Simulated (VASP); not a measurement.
ZnSe, 2 atoms in the cell. Symmetry: F-43m, No. 216, cubic system. The conventional cell has a = 5.838 Å, b = 5.838 Å, c = 5.838 Å, α = 90.00°, β = 90.00°, γ = 90.00°. Within 3.3 Å of Zn (site symmetry -43m) lie 4 Se at 2.53 Å. Within 3.3 Å of Se (site symmetry -43m) lie 4 Zn at 2.53 Å. 

- Program: VASP 6.6.1
- Task: relaxation of cell and atoms
- Functional: PBE
- Potentials or basis: VASP PAW PBE potentials, release 64 (Zn, Se)
- Cutoff: 600 eV
- k mesh: 8 × 8 × 8
- Occupations: gaussian, width 0.02 eV
- Spin: no spin polarisation
- Dipole correction: no
- Further INCAR settings: ALGO = Normal; EDIFF = 1e-06; IBRION = 2; EDIFFG = -0.005; NSW = 100; ISIF = 3

Potentials or basis: VASP PAW PBE potentials, release 64 (Zn, Se).

Command:

```sh
$ cat potpaw_PBE.64/Zn/POTCAR potpaw_PBE.64/Se/POTCAR > POTCAR
$ mpirun -np 1 vasp_std > vasp.out
```

Hardware: 1 thread of AMD EPYC 7R43 64-Core Processor (Zen 3) (shared host).

Q: Estimate the wall time of this run.

A: Run time: 2 min on 1 thread of AMD EPYC 7R43 64-Core Processor (Zen 3), on a shared host, peak memory 0.19 GiB. Counts: scf iterations 60, k points 29, ion steps 16.
